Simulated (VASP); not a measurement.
## CdIn2O4: relaxation of cell and atoms with r2SCAN

Crystal: CdIn2O4.

```
Cd In O
1.0
     0.00000    4.58300    4.58300
     4.58300    0.00000    4.58300
     4.58300    4.58300    0.00000
Cd In O
2 4 8
Direct
  0.00000 0.00000 0.00000
  0.25000 0.25000 0.25000
  0.62500 0.62500 0.62500
  0.12500 0.62500 0.62500
  0.62500 0.62500 0.12500
  0.62500 0.12500 0.62500
  0.86500 0.86500 0.86500
  0.84500 0.38500 0.38500
  0.86500 0.86500 0.40500
  0.38500 0.84500 0.38500
  0.40500 0.86500 0.86500
  0.38500 0.38500 0.38500
  0.86500 0.40500 0.86500
  0.38500 0.38500 0.84500
```

```
Program                : VASP 6.6.1
Task                   : relaxation of cell and atoms
Functional             : r2SCAN
Potentials or basis    : VASP PAW PBE potentials, release 64 (Cd, In_d, O)
Cutoff                 : 660 eV
k mesh                 : 6 × 6 × 6
Occupations            : fermi-dirac, width 0.02 eV
Spin                   : no spin polarisation
Dipole correction      : no
Further INCAR settings : ALGO = Normal; EDIFF = 1e-07; IBRION = 2; EDIFFG = -0.01; NSW = 80; ISIF = 3
```

The relaxed volume is 14.00 Å³/atom. The relaxed cell is a = 6.520 Å, b = 6.520 Å, c = 6.520 Å, α = 60.00°, β = 60.00°, γ = 60.00°, the space group after relaxing (to 0.1 Å) is Fd-3m (No. 227) and the energy gained by relaxing is 16.9 meV/atom. The ionic steps are 5 and the pressure after relaxing is 0.0 GPa. The band gap on the k mesh is 1.54 eV (least direct gap 1.61 eV).

Step by step:
| step | energy change (eV) | largest force (eV/Å) | pressure (GPa) | volume (Å³) |
| --- | --- | --- | --- | --- |
| 1 | 0.0000 | 1.0949 | 1.66 | 192.52 |
| 2 | -0.2359 | 0.0191 | -0.34 | 196.51 |
| 3 | -0.2362 | 0.0167 | -0.29 | 196.37 |
| 4 | -0.2362 | 0.0201 | 0.29 | 195.68 |
| 5 | -0.2366 | 0.0016 | 0.00 | 196.02 |

Final structure:
```
Cd In O
1.0
     0.00000    4.61062    4.61062
     4.61062    0.00000    4.61062
     4.61062    4.61062    0.00000
Cd In O
2 4 8
Direct
  0.00000 0.00000 0.00000
  0.25000 0.25000 0.25000
  0.62500 0.62500 0.62500
  0.12500 0.62500 0.62500
  0.62500 0.62500 0.12500
  0.62500 0.12500 0.62500
  0.86176 0.86176 0.86176
  0.83527 0.38824 0.38824
  0.86176 0.86176 0.41472
  0.38824 0.83527 0.38824
  0.41472 0.86176 0.86176
  0.38824 0.38824 0.38824
  0.86176 0.41472 0.86176
  0.38824 0.38824 0.83527
```

Levels at points of the mesh, in eV from the valence-band top:
```csv
k point,band 58,band 59,band 60,band 61,band 62,band 63,band 64,band 65,band 66,band 67
"(0.00, 0.00, 0.00)",-0.10,-0.10,-0.10,-0.07,-0.07,1.54,5.73,6.34,6.34,6.34
"(0.50, 0.00, 0.00)",-0.33,-0.29,-0.29,0.00,0.00,4.26,4.40,6.53,7.28,7.32
"(0.50, 0.50, 0.00)",-0.70,-0.19,-0.19,-0.08,-0.08,5.04,5.04,6.63,6.63,7.25
```

It took 55 min on 4 MPI ranks on Intel(R) Xeon(R) 6975P-C (Granite Rapids), on a shared host, peak memory 0.67 GiB a rank.

Caveat: the PAW data sets were made with another functional, which shifts forces and pressure a little; spin-orbit coupling is left out, which moves the levels of the heavy elements. Zero-point motion and thermal expansion aren't in these numbers.
